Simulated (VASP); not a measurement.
A run of VASP 6.6.1 is set up as follows.

Contents of INCAR:

```
SYSTEM = Ni
  PREC = Accurate
  ENCUT = 520
  EDIFF = 1E-6
  ISMEAR = 0
  SIGMA = 0.15
  LREAL = .FALSE.
  LASPH = .TRUE.
  NELM = 150
  ALGO = Normal
  ISIF = 2
  LWAVE = .FALSE.
  LCHARG = .TRUE.
  ISPIN = 2
  MAGMOM = 0.875
  LORBIT = 11
  NUPDOWN = 0.875
  LMAXMIX = 4
  GGA = CA
  LELF = .TRUE.
  LVHAR = .TRUE.
  NBANDS = 15
```

The input KPOINTS:

```
Automatic mesh
0
G
  24 24 24
  0 0 0
```

POSCAR

```
Ni
1.0
    0.0000000000      1.7780249946      1.7780249946
    1.7780249946      0.0000000000      1.7780249946
    1.7780249946      1.7780249946      0.0000000000
Ni
1
Direct
    0.0000000000      0.0000000000      0.0000000000
```

Potentials or basis: VASP PAW LDA potentials, release 64 (Ni).

Launch:

```sh
$ cat potpaw_LDA.64/Ni/POTCAR > POTCAR
$ mpirun -np 1 vasp_std > vasp.out
```

Problem. What does it give for the pressure?

Solution. -19.9 GPa.

Caveat: the cell stands under tension; the total moment is fixed, so each spin has its own Fermi level.
